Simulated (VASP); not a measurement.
# NdHf (P-6m2) in VASP: relaxation of cell and atoms with PBE

Aim: the relaxation of cell and atoms of NdHf with PBE.

All numbers are computed with VASP 6.6.1; they aren't measurements. Logs are shortened: lines on timing, memory, paths and dates and some standing lists are left out, and cuts for length are marked.

### Step 1. The cell of the first run

The structure is hexagonal, space group P-6m2 (No. 187). The conventional cell has a = 4.145 Å, b = 4.145 Å, c = 3.291 Å, α = 90.00°, β = 90.00°, γ = 120.00°. Nd (site symmetry -6m2) has 3 Hf at 2.39 Å and 2 Nd at 3.29 Å within 3.3 Å. Within 3.3 Å of Hf (site symmetry -6m2) lie 3 Nd at 2.39 Å and 2 Hf at 3.29 Å.

The cell was generated, and may not be a known phase.

### Step 2. Relaxation of cell and atoms, PBE

INCAR reads:

```
SYSTEM = NdHf
  ALGO = Normal
  EDIFF = 1E-7
  EDIFFG = -0.08
  ENCUT = 500
  GGA = PE
  GGA_COMPAT = .FALSE.
  IBRION = 2
  ISIF = 3
  ISMEAR = 0
  LASPH = .TRUE.
  LCHARG = .FALSE.
  LMAXMIX = 6
  LREAL = .FALSE.
  LWAVE = .FALSE.
  NELM = 200
  NELMIN = 4
  NSW = 36
  PREC = Accurate
  SIGMA = 0.2
```

KPOINTS reads:

```
k-points
0
G
  6 6 6
  0 0 0
```

POSCAR reads:

```
NdHf
1.0
    4.1451688300      0.0000000000      0.0000000000
   -2.0725844200      3.5898215100      0.0000000000
    0.0000000000      0.0000000000      3.2914085700
Nd Hf
1 1
Direct
    0.0000000000      0.0000000000      0.0000000000
    0.6666666700      0.3333333300      0.0000000000
```

Potentials or basis: VASP PAW PBE potentials, release 64 (Nd_3, Hf_pv), 4f in core.

On the command line:

```sh
$ cat potpaw_PBE.64/Nd_3/POTCAR potpaw_PBE.64/Hf_pv/POTCAR > POTCAR
$ mpirun -np 1 vasp_std > vasp.out
```

OUTCAR:

```text
SYSTEM = NdHf
   EDIFF = 1E-7
   EDIFFG = -0.08
   ENCUT = 500
   GGA = PE
   IBRION = 2
   ISIF = 3
   ISMEAR = 0
   LASPH = .TRUE.
   LREAL = .FALSE.
   NELM = 200
   NELMIN = 4
   NSW = 36
   PREC = Accurate

 ion  position               nearest neighbor table
   1  0.000  0.000  0.000-   2 2.39   2 2.39   2 2.39
   2  0.667  0.333  0.000-   1 2.39   1 2.39   1 2.39

  LATTYP: Found a hexagonal cell.
 ALAT       =     4.1451688300
 C/A-ratio  =     0.7940348644

  Lattice vectors:

 A1 = (   4.1451688300,   0.0000000000,   0.0000000000)
 A2 = (  -2.0725844200,   3.5898215100,   0.0000000000)
 A3 = (   0.0000000000,   0.0000000000,   3.2914085700)

Analysis of symmetry for initial positions (statically):
=====================================================================
 Subroutine PRICEL returns:
 Original cell was already a primitive cell.

 Routine SETGRP: Setting up the symmetry group for a
 hexagonal supercell.

 Subroutine GETGRP returns: Found 12 space group operations
 (whereof 12 operations were pure point group operations)
 out of a pool of 24 trial point group operations.

The static configuration has the point symmetry D_3h.

Analysis of symmetry for dynamics (positions and initial velocities):
=====================================================================
 Subroutine PRICEL returns:
 Original cell was already a primitive cell.

 Routine SETGRP: Setting up the symmetry group for a
 hexagonal supercell.

 Subroutine GETGRP returns: Found 12 space group operations
 (whereof 12 operations were pure point group operations)
 out of a pool of 24 trial point group operations.

The dynamic configuration has the point symmetry D_3h.

 Subroutine INISYM returns: Found 12 space group operations
 (whereof 12 operations are pure point group operations),
 and found     1 'primitive' translations

----------------------------------------------------------------------------------------

                                     Primitive cell

  volume of cell :      48.9775

  direct lattice vectors                    reciprocal lattice vectors
     4.145168830  0.000000000  0.000000000     0.241244697  0.139282691  0.000000000
    -2.072584420  3.589821510  0.000000000     0.000000000  0.278565382  0.000000000
     0.000000000  0.000000000  3.291408570     0.000000000  0.000000000  0.303821291

  length of vectors
     4.145168830  4.145168833  3.291408570     0.278565382  0.278565382  0.303821291

  position of ions in fractional coordinates (direct lattice)
     0.000000000  0.000000000  0.000000000
     0.666666670  0.333333330  0.000000000

  ion indices of the primitive-cell ions
   primitive index   ion index
                 1           1
                 2           2

----------------------------------------------------------------------------------------

 KPOINTS: k-points

Automatic generation of k-mesh.
 Grid dimensions read from file:
 generate k-points for:    6    6    6

 Generating k-lattice:

  Cartesian coordinates                     Fractional coordinates (reciprocal lattice)
     0.040207450  0.023213782  0.000000000     0.166666667  0.000000000  0.000000000
     0.000000000  0.046427564  0.000000000     0.000000000  0.166666667  0.000000000
     0.000000000  0.000000000  0.050636882     0.000000000  0.000000000  0.166666667

  Length of vectors
     0.046427564  0.046427564  0.050636882

  Shift w.r.t. Gamma in fractional coordinates (k-lattice)
     0.000000000  0.000000000  0.000000000

 Subroutine IBZKPT returns following result:
 ===========================================

 Found     28 irreducible k-points:

 Following reciprocal coordinates:
            Coordinates               Weight
  0.000000  0.000000  0.000000      1.000000
  0.166667  0.000000  0.000000      6.000000
  0.333333 -0.000000  0.000000      6.000000
  0.500000 -0.000000  0.000000      3.000000
  0.166667  0.166667  0.000000      6.000000
  0.333333  0.166667  0.000000     12.000000
[... 16 lines left out ...]
  0.166667  0.000000  0.500000      6.000000
  0.333333 -0.000000  0.500000      6.000000
 [... further k-points ...]
   k-points           NKPTS =     28   k-points in BZ     NKDIM =     28   number of bands    NBANDS=     14
   number of dos      NEDOS =    301   number of ions     NIONS =      2
   total plane-waves  NPLWV =  21600
   dimension x,y,z NGX =    30 NGY =   30 NGZ =   24
   dimension x,y,z NGXF=    60 NGYF=   60 NGZF=   48
   ions per type =               1   1
   NGX,Y,Z   is equivalent  to a cutoff of  12.03, 12.03, 12.12 a.u.
   NGXF,Y,Z  is equivalent  to a cutoff of  24.06, 24.06, 24.24 a.u.
 SYSTEM =  NdHf
   PREC   = accura    normal or accurate (medium, high low for compatibility)
   ISTART =      0    job   : 0-new  1-cont  2-samecut
   ICHARG =      2    charge: 1-file 2-atom 10-const
   ISPIN  =      1    spin polarized calculation?
   LNONCOLLINEAR =      F non collinear calculations
   LSORBIT =      F    spin-orbit coupling
   LASPH  =      T    aspherical Exc in radial PAW
   ENCUT  =  500.0 eV  36.75 Ry    6.06 a.u.   7.56  7.56  6.00*2*pi/ulx,y,z
   NELM   =    200;   NELMIN=  4; NELMDL= -5     # of ELM steps
   EDIFF  = 0.1E-06   stopping-criterion for ELM
   LREAL  =      F    real-space projection
   EDIFFG = -.8E-01   stopping-criterion for IOM
   NSW    =     36    number of steps for IOM
   IBRION =      2    ionic relax: 0-MD 1-quasi-New 2-CG
   NFREE  =      1    steps in history (QN), initial steepest desc. (CG)
   ISIF   =      3    stress and relaxation
   ISYM   =      2    0-nonsym 1-usesym 2-fastsym
   POTIM  = 0.5000    time-step for ionic-motion
   TEBEG  =    0.0;   TEEND  =   0.0 temperature during run
   PSTRESS=    0.0 pullay stress
   NELECT =      21.0000    total number of electrons
   NUPDOWN=      -1.0000    fix difference up-down
   EMIN   =  10.00;   EMAX   =-10.00  energy-range for DOS
   EFERMI =   0.00;   METHOD = LEGACY
   ISMEAR =     0;   SIGMA  =   0.20  broadening in eV -4-tet -1-fermi 0-gaus
   EFERMI_NEDOS =   21; number of points for ismear=-14 and -15
   IALGO  =     38    algorithm
   IMIX   =      4    mixing-type and parameters
     AMIX     =   0.40;   BMIX     =  1.00
     AMIX_MAG =   1.60;   BMIX_MAG =  1.00
  volume/ion in A,a.u.               =      24.49       165.26
  Fermi-wavevector in a.u.,A,eV,Ry     =   1.234475  2.332820 20.734307  1.523929
  Thomas-Fermi vector in A             =   2.369164
   LORBIT       =      0    0 simple, 1 ext, 2 COOP (PROOUT), +10 PAW based schemes
   GGA     = PE    functional components
   LHFCALC =     F    Hartree Fock is set to
   AEXX    =    0.0000 exact exchange contribution
   IVDW    =     0    specifies the selected vdW correction
   LEPSILON=     F    determine dielectric tensor
   LRPA    =     F    only Hartree local field effects (RPA)
 conjugate gradient relaxation of ions
 non-spin polarized calculation
 Gauss-broadening in eV      SIGMA  =   0.20
  energy-cutoff  :      500.00
  volume of cell :       48.98
 maximum number of plane-waves:      1255
   NGX = 15   NGY = 15   NGZ = 13

--------------------------------------- Ionic step        1  -------------------------------------------

 number of electron      21.0000000 magnetization

 Free energy of the ion-electron system (eV)
  ---------------------------------------------------
  ext. energy  EPLUGINS =         0.00000000
  ---------------------------------------------------
  free energy    TOTEN  =        -8.06385228 eV

  energy without entropy =       -7.99452962  energy(sigma->0) =       -8.02919095

 E-fermi :   4.3343     XC(G=0): -10.7524

 val. band max:        4.3294735995   @ k =   0.5000  -0.0000   0.1667
 cond. band min:       4.3617870187   @ k =   0.3333  -0.0000   0.5000
 fundamental gap:      0.0323134192
 Fermi energy:         4.3343043776

 k-point     1 :       0.0000    0.0000    0.0000
  band No.  band energies     occupation
      1     -33.3156      2.00000
      2     -26.9550      2.00000
      3     -26.9550      2.00000
      4     -25.8780      2.00000
      5     -14.7423      2.00000
      6     -14.7423      2.00000
      7     -13.5172      2.00000
      8      -0.1642      2.00000
      9       2.3962      2.00000
     10       5.6671      0.00000
     11       5.6671      0.00000
     12       5.7550      0.00000
     13       5.7550      0.00000
     14       7.0949      0.00000
[... 375 lines left out ...]
 k-point    24 :       0.3333   -0.0000    0.5000
  band No.  band energies     occupation
      1     -33.4076      2.00000
      2     -26.9762      2.00000
      3     -26.4546      2.00000
      4     -26.1574      2.00000
      5     -14.9212      2.00000
      6     -14.8325      2.00000
      7     -14.2668      2.00000
      8       2.1350      2.00000
      9       2.2027      2.00000
     10       2.7649      2.00000
     11       4.3618      0.84592
     12       5.1720      0.00000
     13       5.2016      0.00000
     14       9.8246      0.00000

 [... further k-points ...]
[... 5 lines left out ...]
  --------------------------------------------------------------------------------------
  -------------------------------------------------------------------------------------
  Total       15.8654885     15.8654885     -3.4396447     -0.0000000     -0.0000000     -0.0000000
  in kB      518.9997577    518.9997578   -112.5193705     -0.0000007     -0.0000000     -0.0000000
  external PRESSURE =     308.4933816 kB  Pullay stress =       0.0000000 kB
[... 165 lines left out ...]
  energy  without entropy=      -11.3295960165  energy(sigma->0) =      -11.37536824

--------------------------------------- Ionic step        6  -------------------------------------------

 number of electron      20.9999996 magnetization

 Free energy of the ion-electron system (eV)
  ---------------------------------------------------
  ext. energy  EPLUGINS =         0.00000000
  ---------------------------------------------------
  free energy    TOTEN  =       -11.47213638 eV

  energy without entropy =      -11.38643525  energy(sigma->0) =      -11.42928582

 E-fermi :   1.9926     XC(G=0):  -8.9285

 val. band max:        1.9874923817   @ k =   0.1667   0.1667   0.5000
 cond. band min:       2.0010603869   @ k =   0.3333  -0.0000   0.1667
 fundamental gap:      0.0135680052
 Fermi energy:         1.9925932196

 k-point     1 :       0.0000    0.0000    0.0000
  band No.  band energies     occupation
      1     -35.9378      2.00000
      2     -29.1002      2.00000
      3     -29.1002      2.00000
      4     -28.3839      2.00000
      5     -17.0939      2.00000
      6     -17.0939      2.00000
      7     -15.4399      2.00000
      8      -2.4843      2.00000
      9       0.8324      2.00000
     10       1.5413      1.99858
     11       2.0545      0.66166
     12       2.0545      0.66166
     13       2.8357      0.00000
     14       2.8357      0.00000
[... 375 lines left out ...]
 k-point    24 :       0.3333   -0.0000    0.5000
  band No.  band energies     occupation
      1     -35.4680      2.00000
      2     -29.2293      2.00000
      3     -29.0056      2.00000
      4     -28.9992      2.00000
      5     -18.5804      2.00000
      6     -16.6489      2.00000
      7     -16.6282      2.00000
      8       0.2189      2.00000
      9       0.4373      2.00000
     10       1.8312      1.74620
     11       2.0041      0.93494
     12       2.8754      0.00000
     13       3.1998      0.00000
     14       3.6761      0.00000

 [... further k-points ...]
[... 5 lines left out ...]
  --------------------------------------------------------------------------------------
  -------------------------------------------------------------------------------------
  Total        0.0368426      0.0368426      0.0788965     -0.0000000     -0.0000000      0.0000000
  in kB        0.7889206      0.7889206      1.6894323     -0.0000000     -0.0000000      0.0000000
  external PRESSURE =       1.0890912 kB  Pullay stress =       0.0000000 kB
[... 17 lines left out ...]
  FREE ENERGIE OF THE ION-ELECTRON SYSTEM (eV)
  ---------------------------------------------------
  free  energy   TOTEN  =       -11.4721363834 eV

  energy  without entropy=      -11.3864352472  energy(sigma->0) =      -11.42928582

 reached required accuracy - stopping structural energy minimisation
```

Wall time 76 s (1 thread of AMD EPYC 7R13 (Zen 3), shared host); peak memory 0.14 GiB.

Results:

| Quantity | Value |
| --- | --- |
| Free energy | -11.4721 eV |
| Relaxed volume | 37.41 Å³/atom |
| Relaxed cell | a = 5.439 Å, b = 5.439 Å, c = 2.920 Å, α = 90.00°, β = 90.00°, γ = 120.00° |
| Space group after relaxing (to 0.1 Å) | P-6m2 (No. 187) |
| Energy gained by relaxing | 1704.1 meV/atom |
| Ionic steps | 6 |
| Pressure after relaxing | 0.1 GPa |
| Band gap on the k mesh | zero (an odd number of electrons rules out a gap without spin polarisation) |

The path:
```csv
step,energy change (eV),largest force (eV/Å),pressure (GPa),volume (Å³)
1,0.0000,0.0000,30.85,48.98
2,-3.2929,0.0000,-3.09,85.87
3,-3.3018,0.0000,-0.14,74.02
4,-3.3576,0.0000,-1.81,79.56
5,-3.3573,0.0000,-1.64,78.91
6,-3.4083,0.0000,0.11,74.82
```

Final structure:
```xyz
2
Lattice="5.4393 0.0000 0.0000 -2.7197 4.7106 0.0000 0.0000 0.0000 2.9202" Properties=species:S:1:pos:R:3 pbc="T T T"
Nd    0.0000    0.0000    0.0000
Hf    2.7197    1.5702    2.9202
```

Levels at points of the mesh, in eV from the Fermi level:
```csv
k point,band 7,band 8,band 9,band 10,band 11,band 12,band 13,band 14
"(0.00, 0.00, 0.00)",-17.43,-4.48,-1.16,-0.45,0.06,0.06,0.84,0.84
"(0.50, 0.00, 0.00)",-17.43,-3.53,-1.21,-1.02,-0.58,-0.25,0.11,2.13
"(0.00, 0.00, 0.50)",-18.63,-1.48,-1.48,-0.91,1.05,1.05,1.48,2.07
"(0.50, 0.00, 0.50)",-18.62,-1.85,-1.61,-0.06,0.12,0.73,1.07,1.89
```

Caveat: the volume moved by over 15 % at a fixed basis, so the end points are rough; spin-orbit coupling is left out, which moves the levels of the heavy elements; the 4f electrons are frozen in the core, so they carry no moment and show no levels.
